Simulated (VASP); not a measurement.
Ca, 1 atom in the cell. The structure is cubic, space group Im-3m (No. 229). The conventional cell has a = 4.659 Å, b = 4.659 Å, c = 4.659 Å, α = 90.00°, β = 90.00°, γ = 90.00°. Ca (site symmetry m-3m) has 14 Ca at 4.03 to 4.66 Å within 5.3 Å.  This cell differs from its parent crystal: strain +0.040 along x and y, +0.040 along z.

| Property | Result |
| --- | --- |
| Program | VASP 6.6.1 |
| Task | single point |
| Functional | PBEsol |
| Potentials or basis | VASP PAW PBE potentials, release 64 (Ca_sv) |
| Cutoff | 520 eV |
| k mesh | 16 × 16 × 16 |
| Occupations | gaussian, width 0.15 eV |
| Spin | no spin polarisation |
| Dipole correction | no |
| Further INCAR settings | ALGO = Normal; EDIFF = 1e-06; NBANDS = 11 |

Potentials or basis: VASP PAW PBE potentials, release 64 (Ca_sv).

Command:

```bash
$ cat potpaw_PBE.64/Ca_sv/POTCAR > POTCAR
$ mpirun -np 1 vasp_std > vasp.out
```

Hardware: 1 thread of Intel(R) Xeon(R) Platinum 8259CL CPU @ 2.50GHz (Skylake/Cascade Lake), on a shared host.

Q: How long does it take, and how much memory?

A: Wall time 47 s on 1 thread of Intel(R) Xeon(R) Platinum 8259CL CPU @ 2.50GHz (Skylake/Cascade Lake), on a shared host, peak memory 0.22 GiB. Counts: scf iterations 11, k points 145.
